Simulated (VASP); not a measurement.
# Ge in VASP: a series of runs

Ge is run at these levels: PBE; tasks: single point.

Everything below comes from runs of VASP 6.6.1. Logs are shortened: lines on timing, memory, paths and dates and some standing lists are left out, and cuts for length are marked.

### 1 The cell of the first run

Symmetry: C2/c, No. 15, monoclinic system. The conventional cell has a = 7.246 Å, b = 2.874 Å, c = 4.992 Å, α = 90.00°, β = 132.97°, γ = 90.00°. Ge (site symmetry 2) has 8 Ge at 2.68 to 3.08 Å within 3.5 Å.

### 2 Single point, PBE

INCAR reads:

```
ALGO = Normal
EDIFF = 1E-7
ENCUT = 520
GGA = PE
ISIF = 2
ISMEAR = -1
LASPH = True
LCHARG = False
LREAL = False
LWAVE = False
NBANDS = 21
NELM = 100
PREC = Accurate
SIGMA = 0.05
```

KPOINTS reads:

```
k-points
0
Gamma
  11 11 11
```

POSCAR reads:

```
Ge
1.0
   -2.5091523150      2.6633424900      1.4369470000
    2.5091523150     -2.6633424900      1.4369470000
    2.4826436850      2.6383835100     -1.4369470000
Ge
2
Direct
    0.3140570000      0.0640570000      0.2500000000
    0.6859430000      0.9359430000      0.7500000000
```

Potentials or basis: VASP PAW PBE potentials, release 64 (Ge_d).

The run is started by

```bash
> cat potpaw_PBE.64/Ge_d/POTCAR > POTCAR
> mpirun -np 1 vasp_std > vasp.out
```

OUTCAR:

```text
EDIFF = 1E-7
   ENCUT = 520
   GGA = PE
   ISIF = 2
   ISMEAR = -1
   LASPH = True
   LREAL = False
   NELM = 100
   PREC = Accurate

 ion  position               nearest neighbor table
   1  0.314  0.064  0.250-   2 2.68   2 2.68   2 2.72   2 2.72
   2  0.686  0.936  0.750-   1 2.68   1 2.68   1 2.72   1 2.72

  LATTYP: Found a base centered monoclinic cell.
 ALAT       =     7.2455744320
 B/A-ratio  =     0.3966412914
 C/A-ratio  =     0.6889527454
 COS(beta)  =    -0.6816356448

  Lattice vectors:

 A1 = (  -2.4826436850,  -2.6383835100,   1.4369470000)
 A2 = (  -2.4826436850,  -2.6383835100,  -1.4369470000)
 A3 = (   4.9917960000,  -0.0249589800,  -0.0000000000)

Analysis of symmetry for initial positions (statically):
=====================================================================
 Subroutine PRICEL returns:
 Original cell was already a primitive cell.

 Routine SETGRP: Setting up the symmetry group for a
 base centered monoclinic supercell.

 Subroutine GETGRP returns: Found  4 space group operations
 (whereof  2 operations were pure point group operations)
 out of a pool of  4 trial point group operations.

The static configuration has the point symmetry S_2 .
 The point group associated with its full space group is C_2h.

Analysis of symmetry for dynamics (positions and initial velocities):
=====================================================================
 Subroutine PRICEL returns:
 Original cell was already a primitive cell.

 Routine SETGRP: Setting up the symmetry group for a
 base centered monoclinic supercell.

 Subroutine GETGRP returns: Found  4 space group operations
 (whereof  2 operations were pure point group operations)
 out of a pool of  4 trial point group operations.

The dynamic configuration has the point symmetry S_2 .
 The point group associated with its full space group is C_2h.

 Subroutine INISYM returns: Found  4 space group operations
 (whereof  2 operations are pure point group operations),
 and found     1 'primitive' translations

----------------------------------------------------------------------------------------

                                     Primitive cell

  volume of cell :      38.0280

  direct lattice vectors                    reciprocal lattice vectors
    -2.509152315  2.663342490  1.436947000     0.000943113  0.188622535  0.347959946
     2.509152315 -2.663342490  1.436947000     0.200333708  0.001001669  0.347959946
     2.482643685  2.638383510 -1.436947000     0.201276820  0.189624204  0.000000000

  length of vectors
     3.931164616  3.931164616  3.897358579     0.395797264  0.401510550  0.276531548

  position of ions in fractional coordinates (direct lattice)
     0.314057000  0.064057000  0.250000000
     0.685943000  0.935943000  0.750000000

  ion indices of the primitive-cell ions
   primitive index   ion index
                 1           1
                 2           2

----------------------------------------------------------------------------------------

 KPOINTS: k-points

Automatic generation of k-mesh.
 Grid dimensions read from file:
 generate k-points for:   11   11   11

 Generating k-lattice:

  Cartesian coordinates                     Fractional coordinates (reciprocal lattice)
     0.000085738  0.017147503  0.031632722     0.090909091 -0.000000000  0.000000000
     0.018212155  0.000091061  0.031632722     0.000000000  0.090909091  0.000000000
     0.018297893  0.017238564  0.000000000     0.000000000  0.000000000  0.090909091

  Length of vectors
     0.035981569  0.036500959  0.025139232

  Shift w.r.t. Gamma in fractional coordinates (k-lattice)
     0.000000000  0.000000000  0.000000000

 Subroutine IBZKPT returns following result:
 ===========================================

 Found    366 irreducible k-points:

 Following reciprocal coordinates:
            Coordinates               Weight
  0.000000  0.000000  0.000000      1.000000
  0.090909  0.000000 -0.000000      4.000000
  0.181818 -0.000000  0.000000      4.000000
  0.272727 -0.000000  0.000000      4.000000
  0.363636  0.000000  0.000000      4.000000
  0.454545  0.000000  0.000000      4.000000
[... 16 lines left out ...]
  0.454545  0.181818  0.000000      4.000000
 -0.454545  0.181818  0.000000      4.000000
 [... further k-points ...]
   k-points           NKPTS =    366   k-points in BZ     NKDIM =    366   number of bands    NBANDS=     21
   number of dos      NEDOS =    301   number of ions     NIONS =      2
   total plane-waves  NPLWV =  27000
   dimension x,y,z NGX =    30 NGY =   30 NGZ =   30
   dimension x,y,z NGXF=    60 NGYF=   60 NGZF=   60
   ions per type =               2
   NGX,Y,Z   is equivalent  to a cutoff of  12.69, 12.69, 12.80 a.u.
   NGXF,Y,Z  is equivalent  to a cutoff of  25.37, 25.37, 25.59 a.u.
 SYSTEM =  unknown system
   PREC   = accura    normal or accurate (medium, high low for compatibility)
   ISTART =      0    job   : 0-new  1-cont  2-samecut
   ICHARG =      2    charge: 1-file 2-atom 10-const
   ISPIN  =      1    spin polarized calculation?
   LNONCOLLINEAR =      F non collinear calculations
   LSORBIT =      F    spin-orbit coupling
   LASPH  =      T    aspherical Exc in radial PAW
   ENCUT  =  520.0 eV  38.22 Ry    6.18 a.u.   7.31  7.31  7.25*2*pi/ulx,y,z
   NELM   =    100;   NELMIN=  2; NELMDL= -5     # of ELM steps
   EDIFF  = 0.1E-06   stopping-criterion for ELM
   LREAL  =      F    real-space projection
   EDIFFG = 0.1E-05   stopping-criterion for IOM
   NSW    =      0    number of steps for IOM
   IBRION =     -1    ionic relax: 0-MD 1-quasi-New 2-CG
   NFREE  =      0    steps in history (QN), initial steepest desc. (CG)
   ISIF   =      2    stress and relaxation
   ISYM   =      2    0-nonsym 1-usesym 2-fastsym
   POTIM  = 0.5000    time-step for ionic-motion
   TEBEG  =    0.0;   TEEND  =   0.0 temperature during run
   PSTRESS=    0.0 pullay stress
   NELECT =      28.0000    total number of electrons
   NUPDOWN=      -1.0000    fix difference up-down
   EMIN   =  10.00;   EMAX   =-10.00  energy-range for DOS
   EFERMI =   0.00;   METHOD = LEGACY
   ISMEAR =    -1;   SIGMA  =   0.05  broadening in eV -4-tet -1-fermi 0-gaus
   EFERMI_NEDOS =   21; number of points for ismear=-14 and -15
   IALGO  =     38    algorithm
   IMIX   =      4    mixing-type and parameters
     AMIX     =   0.40;   BMIX     =  1.00
     AMIX_MAG =   1.60;   BMIX_MAG =  1.00
  volume/ion in A,a.u.               =      19.01       128.31
  Fermi-wavevector in a.u.,A,eV,Ry     =   1.478290  2.793562 29.733356  2.185340
  Thomas-Fermi vector in A             =   2.592589
   LORBIT       =      0    0 simple, 1 ext, 2 COOP (PROOUT), +10 PAW based schemes
   GGA     = PE    functional components
   LHFCALC =     F    Hartree Fock is set to
   AEXX    =    0.0000 exact exchange contribution
   IVDW    =     0    specifies the selected vdW correction
   LEPSILON=     F    determine dielectric tensor
   LRPA    =     F    only Hartree local field effects (RPA)
 non-spin polarized calculation
  energy-cutoff  :      520.00
  volume of cell :       38.03
 maximum number of plane-waves:      1045
 NGX is ok and might be reduce to    30
   NGX = 15   NGY = 15   NGZ = 15

 number of electron      28.0000013 magnetization

 Free energy of the ion-electron system (eV)
  ---------------------------------------------------
  ext. energy  EPLUGINS =         0.00000000
  ---------------------------------------------------
  free energy    TOTEN  =        -8.56050660 eV

  energy without entropy =       -8.55431088  energy(sigma->0) =       -8.55740874

 E-fermi :   6.5513     XC(G=0): -11.1901

 val. band max:        6.5413488098   @ k =   0.0000   0.0000   0.2727
 cond. band min:       6.5575749608   @ k =  -0.2727   0.3636   0.1818
 fundamental gap:      0.0162261510
 Fermi energy:         6.5513282281

 k-point     1 :       0.0000    0.0000    0.0000
  band No.  band energies     occupation
      1     -18.2219      2.00000
      2     -18.1469      2.00000
      3     -18.1447      2.00000
      4     -18.1401      2.00000
      5     -18.1083      2.00000
      6     -18.0713      2.00000
[... 13 lines left out ...]
     20      17.2467      0.00000
     21      19.1769      0.00000

 k-point     2 :       0.0909    0.0000   -0.0000
  band No.  band energies     occupation
      1     -18.2157      2.00000
      2     -18.1405      2.00000
      3     -18.1362      2.00000
      4     -18.1328      2.00000
      5     -18.1100      2.00000
      6     -18.0737      2.00000
[... 13 lines left out ...]
     20      17.4975      0.00000
     21      18.5010      0.00000

 k-point     3 :       0.1818   -0.0000    0.0000
  band No.  band energies     occupation
      1     -18.1987      2.00000
      2     -18.1254      2.00000
      3     -18.1208      2.00000
      4     -18.1135      2.00000
      5     -18.1052      2.00000
      6     -18.0778      2.00000
[... 13 lines left out ...]
     20      15.7135      0.00000
     21      18.6434      0.00000

 k-point     4 :       0.2727   -0.0000    0.0000
  band No.  band energies     occupation
      1     -18.1752      2.00000
      2     -18.1204      2.00000
      3     -18.1061      2.00000
      4     -18.1023      2.00000
      5     -18.0731      2.00000
      6     -18.0702      2.00000
[... 13 lines left out ...]
     20      14.5387      0.00000
     21      19.2464      0.00000

 k-point     5 :       0.3636    0.0000    0.0000
  band No.  band energies     occupation
      1     -18.1508      2.00000
      2     -18.1205      2.00000
      3     -18.0959      2.00000
      4     -18.0911      2.00000
      5     -18.0752      2.00000
      6     -18.0739      2.00000
[... 13 lines left out ...]
     20      15.0835      0.00000
     21      20.3828      0.00000
[... 382 lines left out ...]
     20      16.7061      0.00000
     21      18.5142      0.00000

 k-point    22 :       0.3636    0.1818    0.0000
  band No.  band energies     occupation
      1     -18.1563      2.00000
      2     -18.1294      2.00000
      3     -18.1138      2.00000
      4     -18.0816      2.00000
      5     -18.0766      2.00000
      6     -18.0526      2.00000
[... 13 lines left out ...]
     20      17.6455      0.00000
     21      18.8809      0.00000

 k-point    23 :       0.4545    0.1818    0.0000
  band No.  band energies     occupation
      1     -18.1491      2.00000
      2     -18.1220      2.00000
      3     -18.1021      2.00000
      4     -18.0943      2.00000
      5     -18.0715      2.00000
      6     -18.0476      2.00000
[... 13 lines left out ...]
     20      17.2947      0.00000
     21      18.5155      0.00000

 k-point    24 :      -0.4545    0.1818    0.0000
  band No.  band energies     occupation
      1     -18.1515      2.00000
      2     -18.1174      2.00000
      3     -18.1071      2.00000
      4     -18.0905      2.00000
      5     -18.0830      2.00000
      6     -18.0498      2.00000
[... 13 lines left out ...]
     20      17.2953      0.00000
     21      17.5758      0.00000

 [... further k-points ...]
[... 5 lines left out ...]
  --------------------------------------------------------------------------------------
  -------------------------------------------------------------------------------------
  Total        0.5657954      0.0883817      0.1893956      0.1101443      0.0000000      0.0000000
  in kB       23.8377906      3.7236524      7.9795126      4.6405415      0.0000000      0.0000000
  external PRESSURE =      11.8469852 kB  Pullay stress =       0.0000000 kB

 VOLUME and BASIS-vectors are now :
 -----------------------------------------------------------------------------
  energy-cutoff  :      520.00
  volume of cell :       38.03
      direct lattice vectors                 reciprocal lattice vectors
    -2.509152315  2.663342490  1.436947000     0.000943113  0.188622535  0.347959946
     2.509152315 -2.663342490  1.436947000     0.200333708  0.001001669  0.347959946
     2.482643685  2.638383510 -1.436947000     0.201276820  0.189624204  0.000000000

 POSITION                                       TOTAL-FORCE (eV/Angst)
 -----------------------------------------------------------------------------------
     -0.00663      1.32543      0.18409        -0.000000     -0.000000      0.056223
      2.48927      1.31295      1.25285         0.000000      0.000000     -0.056223
 -----------------------------------------------------------------------------------
    total drift:                               -0.000000     -0.000000      0.000000

  FREE ENERGIE OF THE ION-ELECTRON SYSTEM (eV)
  ---------------------------------------------------
  free  energy   TOTEN  =        -8.5605066002 eV

  energy  without entropy=       -8.5543108768  energy(sigma->0) =       -8.55740874
```

Run time: 1.9 min. Hardware: 1 thread of Intel Xeon 6975P-C (Granite Rapids), shared host; peak memory 0.34 GiB.

What came out:

```
Free energy            : -8.5605 eV
Pressure               : 1.2 GPa
Largest force          : 0.056 eV/Å
Band gap on the k mesh : zero (bands 14 and 15 overlap by 5.20 eV)
```

Forces on the atoms (eV/Å):
```
Ge   0.000  0.000  0.056
Ge   0.000  0.000 -0.056
```

### 3 Single point, PBE

INCAR reads:

```
SYSTEM = Ge
PREC = Accurate ; ENCUT = 520
EDIFF = 1E-7 ; ISMEAR = -1
SIGMA = 0.05 ; LREAL = .FALSE.
LASPH = .TRUE. ; NELM = 80
ALGO = Normal ; ISIF = 2
LWAVE = .FALSE. ; LCHARG = .TRUE.
GGA = PE ; LELF = .TRUE.
LVHAR = .TRUE. ; NBANDS = 21
```

KPOINTS reads:

```
Automatic mesh
0
G
  11 11 11
  0 0 0
```

POSCAR reads:

```
Ge
1.0
   -2.4958980000      2.6508630000      1.4369470000
    2.4958980000     -2.6508630000      1.4369470000
    2.4958980000      2.6508630000     -1.4369470000
Ge
2
Direct
    0.3140570000      0.0640570000      0.2500000000
    0.6859430000      0.9359430000      0.7500000000
```

Potentials or basis: VASP PAW PBE potentials, release 64 (Ge_d).

The run is started by

```bash
> cat potpaw_PBE.64/Ge_d/POTCAR > POTCAR
> mpirun -np 1 vasp_std > vasp.out
```

It took 2.4 min on 1 thread of AMD EPYC 7R43 (Zen 3), shared host; peak memory 0.23 GiB.

It converged, with:

```yaml
Free_energy: -8.5611 eV
Pressure: 1.2 GPa
Largest_force: 0.057 eV/Å
Band_gap_on_the_k_mesh: zero (bands 14 and 15 overlap by 5.21 eV)
```

Forces on the atoms (eV/Å):
```
Ge   0.000  0.000  0.057
Ge   0.000  0.000 -0.057
```

Stress tensor (GPa, compression positive):
```
2.38 0.00 0.00
0.00 0.32 0.00
0.00 0.00 0.83
```

Levels at points of the mesh, in eV from the Fermi level:
```tsv
k point	band 12	band 13	band 14	band 15	band 16	band 17
(0.00, 0.00, 0.00)	-3.84	-2.37	-1.92	3.45	6.93	7.16
```
